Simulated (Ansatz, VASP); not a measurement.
Ta3Br2 in VASP and in Ansatz

```xyz
5
Lattice="5.1137 0.0000 0.0000 -2.5569 4.4286 0.0000 0.0000 0.0000 5.4188" Properties=species:S:1:pos:R:3 pbc="T T T"
Ta    2.5569    0.0000    2.1260
Ta   -1.2784    2.2143    2.1260
Ta    1.2784    2.2143    2.1260
Br    2.5569    1.4762    0.0000
Br    0.0000    2.9524    0.0000
```

Alike in both runs: task relaxation of cell and atoms; functional PBE; k mesh 6 × 6 × 4; occupations gaussian, width 0.1 eV; no spin polarisation.

|  | VASP | Ansatz |
| --- | --- | --- |
| version | VASP 6.6.1 | Ansatz 0.2.0 |
| potentials or method | VASP PAW PBE potentials, release 64 (Ta_pv, Br), cutoff 600 eV | scalar-relativistic, plane waves, PAW |
| valence electrons in the cell | 47 | 53 |

```tsv
	VASP	Ansatz	Ansatz less VASP
gap on the k mesh at the Fermi level, each at its own relaxed structure (eV)	none	none	-
relaxed volume (Å³/atom)	25.81	25.78	-0.032
relaxed length of the cell vector where the two differ most in proportion (Å)	4.850	4.860	+0.0101
```

A gap of «none» marks a metal or a gap that the smearing closes. VASP's potentials hold 47 valence electrons a cell and Ansatz's 53, so a difference there can come from the potentials and not from the codes.

Neither program's run includes spin-orbit coupling.
